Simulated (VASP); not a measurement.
# NaI (Fm-3m) in VASP: elastic constants with PBE

Aim: the elastic constants of NaI with PBE.

Program: VASP 6.6.1. These are calculated values, not measurements. Logs are shortened: lines on timing, memory, paths and dates and some standing lists are left out, and cuts for length are marked.

## 1. The cell of the first run

It takes space group Fm-3m (No. 225, cubic). Conventional cell: a = 6.529 Å, b = 6.529 Å, c = 6.529 Å, α = 90.00°, β = 90.00°, γ = 90.00°. Na (site symmetry m-3m) has 6 I at 3.26 Å within 4.3 Å. Within 4.3 Å of I (site symmetry m-3m) lie 6 Na at 3.26 Å.

## 2. Elastic constants, PBE

INCAR reads:

```
PREC = Accurate ; ENCUT = 600
EDIFF = 1E-8 ; ISMEAR = 0
SIGMA = 0.01 ; LREAL = False
LASPH = True ; NELM = 60
ALGO = Normal ; ISIF = 3
LWAVE = False ; LCHARG = True
GGA = PE ; NBANDS = 14
IBRION = 6 ; NFREE = 2
POTIM = 0.015 ; NSW = 1
```

KPOINTS reads:

```
regular mesh
0
Gamma
  8 8 8
```

POSCAR reads:

```
NaI
1.0
    0.0000000000      3.2645601700      3.2645601700
    3.2645601700      0.0000000000      3.2645601700
    3.2645601700      3.2645601700      0.0000000000
Na I
1 1
Direct
    0.0000000000      0.0000000000      0.0000000000
    0.5000000000      0.5000000000      0.5000000000
```

Potentials or basis: VASP PAW PBE potentials, release 64 (Na_pv, I).

Started as:

```console
$ cat potpaw_PBE.64/Na_pv/POTCAR potpaw_PBE.64/I/POTCAR > POTCAR
$ mpirun -np 1 vasp_std > vasp.out
```

OUTCAR:

```text
PREC = Accurate
   ENCUT = 600
   EDIFF = 1E-8
   ISMEAR = 0
   LREAL = False
   LASPH = True
   NELM = 60
   ISIF = 3
   GGA = PE
   IBRION = 6
   NFREE = 2
   POTIM = 0.015
   NSW = 1

 ion  position               nearest neighbor table
   1  0.000  0.000  0.000-
   2  0.500  0.500  0.500-

  LATTYP: Found a face centered cubic cell.
 ALAT       =     6.5291203400

  Lattice vectors:

 A1 = (   0.0000000000,   3.2645601700,   3.2645601700)
 A2 = (   3.2645601700,   0.0000000000,   3.2645601700)
 A3 = (   3.2645601700,   3.2645601700,   0.0000000000)

Analysis of symmetry for initial positions (statically):
=====================================================================
 Subroutine PRICEL returns:
 Original cell was already a primitive cell.

 Routine SETGRP: Setting up the symmetry group for a
 face centered cubic supercell.

 Subroutine GETGRP returns: Found 48 space group operations
 (whereof 48 operations were pure point group operations)
 out of a pool of 48 trial point group operations.

The static configuration has the point symmetry O_h .

Analysis of symmetry for dynamics (positions and initial velocities):
=====================================================================
 Subroutine PRICEL returns:
 Original cell was already a primitive cell.

 Routine SETGRP: Setting up the symmetry group for a
 face centered cubic supercell.

 Subroutine GETGRP returns: Found 48 space group operations
 (whereof 48 operations were pure point group operations)
 out of a pool of 48 trial point group operations.

The dynamic configuration has the point symmetry O_h .

 Subroutine INISYM returns: Found 48 space group operations
 (whereof 48 operations are pure point group operations),
 and found     1 'primitive' translations

----------------------------------------------------------------------------------------

                                     Primitive cell

  volume of cell :      69.5831

  direct lattice vectors                    reciprocal lattice vectors
     0.000000000  3.264560170  3.264560170    -0.153159989  0.153159989  0.153159989
     3.264560170  0.000000000  3.264560170     0.153159989 -0.153159989  0.153159989
     3.264560170  3.264560170  0.000000000     0.153159989  0.153159989 -0.153159989

  length of vectors
     4.616785268  4.616785268  4.616785268     0.265280883  0.265280883  0.265280883

  position of ions in fractional coordinates (direct lattice)
     0.000000000  0.000000000  0.000000000
     0.500000000  0.500000000  0.500000000

  ion indices of the primitive-cell ions
   primitive index   ion index
                 1           1
                 2           2

----------------------------------------------------------------------------------------

 KPOINTS: regular mesh

Automatic generation of k-mesh.
 Grid dimensions read from file:
 generate k-points for:    8    8    8

 Generating k-lattice:

[... 107 lines left out ...]
  ext. energy  EPLUGINS =         0.00000000
  ---------------------------------------------------
  free energy    TOTEN  =        -5.38758089 eV

  energy without entropy =       -5.38758089  energy(sigma->0) =       -5.38758089

------------------------ aborting loop because EDIFF is reached ----------------------------------------

  FORCE on cell =-STRESS in cart. coord.  units (eV):
  Direction    XX          YY          ZZ          XY          YZ          ZX
  --------------------------------------------------------------------------------------
  -------------------------------------------------------------------------------------
  Total        0.0054209      0.0054209      0.0054209      0.0000000     -0.0000000     -0.0000000
  in kB        0.1248183      0.1248183      0.1248183      0.0000000     -0.0000000     -0.0000000
  external PRESSURE =       0.1248183 kB  Pullay stress =       0.0000000 kB
[... 89 lines left out ...]
  FREE ENERGIE OF THE ION-ELECTRON SYSTEM (eV)
  ---------------------------------------------------
  free  energy   TOTEN  =        -5.3859569381 eV

  energy  without entropy=       -5.3859569381  energy(sigma->0) =       -5.38595694

[... ionic steps 4 to 14 ...]

--------------------------------------- Ionic step       15  -------------------------------------------

 number of electron      13.9999997 magnetization

------------------------ aborting loop because EDIFF is reached ----------------------------------------
[... 67 lines left out ...]
--------------------------------------- Ionic step       17  -------------------------------------------

 number of electron      13.9999995 magnetization

 Free energy of the ion-electron system (eV)
  ---------------------------------------------------
  ext. energy  EPLUGINS =         0.00000000
  ---------------------------------------------------
  free energy    TOTEN  =        -5.38749502 eV

  energy without entropy =       -5.38749502  energy(sigma->0) =       -5.38749502

 E-fermi :   0.7248     XC(G=0):  -7.6003

 val. band max:        0.6291731010   @ k =   0.0000   0.0000   0.0000
 cond. band min:       4.2024293086   @ k =   0.0000   0.0000   0.0000
 fundamental gap:      3.5732562076
 Fermi energy:         0.7247640013

 k-point     1 :       0.0000    0.0000    0.0000
  band No.  band energies     occupation
      1     -21.8421      2.00000
      2     -21.8421      2.00000
      3     -21.8421      2.00000
      4     -10.3235      2.00000
      5       0.6291      2.00000
      6       0.6292      2.00000
      7       0.6292      2.00000
      8       4.2024      0.00000
      9       8.5573      0.00000
     10       8.5573      0.00000
     11       8.5574      0.00000
     12      10.3334      0.00000
     13      10.3336      0.00000
     14      11.0450      0.00000
[... 377 lines left out ...]
      1     -21.8459      2.00000
      2     -21.8435      2.00000
      3     -21.8428      2.00000
      4      -9.9946      2.00000
      5      -1.1951      2.00000
      6      -0.2373      2.00000
      7       0.1687      2.00000
      8       6.7348      0.00000
      9       6.8811      0.00000
     10       8.8118      0.00000
     11       8.8404      0.00000
     12      11.0457      0.00000
     13      11.9478      0.00000
     14      13.2387      0.00000

 [... further k-points ...]
[... 5 lines left out ...]
  --------------------------------------------------------------------------------------
  -------------------------------------------------------------------------------------
  Total        0.0069036      0.0052855      0.0052855     -0.0000000      0.0000000      0.0000000
  in kB        0.1589589      0.1217007      0.1217007     -0.0000000      0.0000000      0.0000000
  external PRESSURE =       0.1341201 kB  Pullay stress =       0.0000000 kB
[... 17 lines left out ...]
  FREE ENERGIE OF THE ION-ELECTRON SYSTEM (eV)
  ---------------------------------------------------
  free  energy   TOTEN  =        -5.3874950248 eV

  energy  without entropy=       -5.3874950248  energy(sigma->0) =       -5.38749502

 INTERNAL STRAIN TENSORS FROM STRAINED CELLS
 ============================================

 INTERNAL STRAIN TENSOR FOR ION    1 for displacements in x,y,z  (eV/Angst):
          X           Y           Z          XY          YZ          ZX
  --------------------------------------------------------------------------------
  x    -0.00000     0.00000     0.00000     0.00000     0.00000     0.00000
  y     0.00000    -0.00000     0.00000     0.00000    -0.00000    -0.00000
  z     0.00000     0.00000     0.00000     0.00000     0.00000    -0.00000

 INTERNAL STRAIN TENSORS FROM DISPLACED ATOMS
 ============================================

 INTERNAL STRAIN TENSOR FOR ION    1 for displacements in x,y,z  (eV/Angst):
          X           Y           Z          XY          YZ          ZX
  --------------------------------------------------------------------------------
  x     0.00000     0.00000     0.00000     0.00000     0.00000     0.00000
  y     0.00000     0.00000     0.00000     0.00000     0.00000     0.00000
  z     0.00000     0.00000     0.00000     0.00000     0.00000     0.00000

 INTERNAL STRAIN TENSOR FOR ION    2 for displacements in x,y,z  (eV/Angst):
          X           Y           Z          XY          YZ          ZX
  --------------------------------------------------------------------------------
  x     0.00000     0.00000     0.00000     0.00000     0.00000     0.00000
  y     0.00000     0.00000     0.00000     0.00000     0.00000     0.00000
  z     0.00000     0.00000     0.00000     0.00000     0.00000     0.00000

 Eigenvectors and eigenvalues of the dynamical matrix
 ----------------------------------------------------

   1 f  =    3.091754 THz    19.426066 2PiTHz  103.129828 cm-1    12.786463 meV
             X         Y         Z           dx          dy          dz
      0.000000  0.000000  0.000000     0.000000    0.919485    0.000000
      3.264560  3.264560  3.264560     0.000000   -0.393124    0.000000
[... 21 lines left out ...]
   6 f/i=    0.005018 THz     0.031529 2PiTHz    0.167384 cm-1     0.020753 meV
             X         Y         Z           dx          dy          dz
      0.000000  0.000000  0.000000     0.000000    0.000000   -0.393124
      3.264560  3.264560  3.264560     0.000000    0.000000   -0.919485

--------------------------------------------------------------------------------------------------------

 ELASTIC MODULI CONTR FROM IONIC RELAXATION (kBar)
 Direction    XX          YY          ZZ          XY          YZ          ZX
 --------------------------------------------------------------------------------
 XX           0.0000      0.0000      0.0000      0.0000      0.0000      0.0000
 YY           0.0000      0.0000      0.0000      0.0000      0.0000      0.0000
 ZZ           0.0000      0.0000      0.0000      0.0000      0.0000      0.0000
 XY           0.0000      0.0000      0.0000      0.0000      0.0000      0.0000
 YZ           0.0000      0.0000      0.0000      0.0000      0.0000      0.0000
 ZX           0.0000      0.0000      0.0000      0.0000      0.0000      0.0000
 --------------------------------------------------------------------------------

 TOTAL ELASTIC MODULI (kBar)
 Direction    XX          YY          ZZ          XY          YZ          ZX
 --------------------------------------------------------------------------------
 XX         297.0434     78.9087     78.9087      0.0000     -0.0000      0.0000
 YY          78.9087    297.0434     78.9087      0.0000      0.0000      0.0000
 ZZ          78.9087     78.9087    297.0434     -0.0000      0.0000     -0.0000
 XY           0.0000      0.0000     -0.0000     69.6577      0.0000      0.0000
 YZ          -0.0000      0.0000      0.0000      0.0000     69.6577      0.0000
 ZX           0.0000      0.0000     -0.0000      0.0000      0.0000     69.6577
 --------------------------------------------------------------------------------
```

Run time: 32 min. Hardware: 1 thread of Oxide Virtual Turin-like, shared host; peak memory 0.42 GiB.

What came out:

| Property | Result |
| --- | --- |
| Elastic constants C11, C12, C44 | 30, 8, 7 GPa |
| Voigt bulk modulus | 15 GPa |
| Highest phonon frequency at Γ, LO-TO splitting left out | 103 cm⁻¹ |

Phonon frequencies in cm⁻¹ (negative: imaginary):
```
              q point        frequencies
(0.000, 0.000, 0.000)  0 0 0 103 103 103
```

Elastic tensor in Voigt notation (GPa, in the Cartesian axes of the cell as first typed):
```
30  8  8  0  0  0
 8 30  8  0  0  0
 8  8 30  0  0  0
 0  0  0  7  0  0
 0  0  0  0  7  0
 0  0  0  0  0  7
```

Clamped-ion elastic tensor (GPa):
```
30  8  8  0  0  0
 8 30  8  0  0  0
 8  8 30  0  0  0
 0  0  0  7  0  0
 0  0  0  0  7  0
 0  0  0  0  0  7
```

Caveat: spin-orbit coupling is left out, which moves the levels of the heavy elements.
